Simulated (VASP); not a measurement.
Wanted: the native input for a VASP 6.6.1 run.

- Task: single point
- Functional: LDA
- Potentials or basis: VASP PAW LDA potentials, release 64 (K_sv, Cl)
- Cutoff: 520 eV
- k mesh: 7 × 7 × 7
- Occupations: fermi-dirac, width 0.03 eV
- Spin: no spin polarisation
- Dipole correction: no
- Further INCAR settings: ALGO = Normal; EDIFF = 1e-06; NBANDS = 15

The structure of KCl lies in POSCAR:

```
KCl
1.0
    0.0000000000      3.2507830000      3.1561000000
    3.2507830000      0.0000000000      3.1561000000
    3.2507830000      3.2507830000      0.0000000000
K Cl
1 1
Direct
    0.0000000000      0.0000000000      0.0000000000
    0.5000000000      0.5000000000      0.5000000000
```

This cell differs from its parent crystal: equal xx and yy strain of +3 %.

These files were run (other wordings do the same):

INCAR

```
SYSTEM = KCl
PREC     = Accurate       ! precision mode
ENCUT    = 520            ! plane-wave cutoff, eV
EDIFF    = 1E-6           ! SCF threshold, eV
ISMEAR   = -1             ! smearing method
SIGMA    = 0.03           ! smearing width, eV
LREAL    = .FALSE.        ! projectors in reciprocal space
LASPH    = .TRUE.         ! aspherical terms in the spheres
NELM     = 100            ! most SCF steps
ALGO     = Normal         ! electronic algorithm
ISIF     = 2              ! what is computed and relaxed
LWAVE    = .FALSE.        ! write WAVECAR
LCHARG   = .FALSE.        ! write CHGCAR
GGA      = CA             ! functional
NBANDS   = 15             ! bands
```

KPOINTS

```
Automatic mesh
0
G
  7 7 7
  0 0 0
```

Potentials or basis: VASP PAW LDA potentials, release 64 (K_sv, Cl).

Run with:

```console
$ cat potpaw_LDA.64/K_sv/POTCAR potpaw_LDA.64/Cl/POTCAR > POTCAR
$ mpirun -np 1 vasp_std > vasp.out
```

It gave:

The pressure is -2.7 GPa and the band gap on the k mesh is 4.52 eV, direct.

Caveat: the cell differs from its parent crystal (equal xx and yy strain of +3 %).

Wall time 75 s on 1 thread of AMD EPYC 7571, with other jobs on the host, peak memory 0.16 GiB.
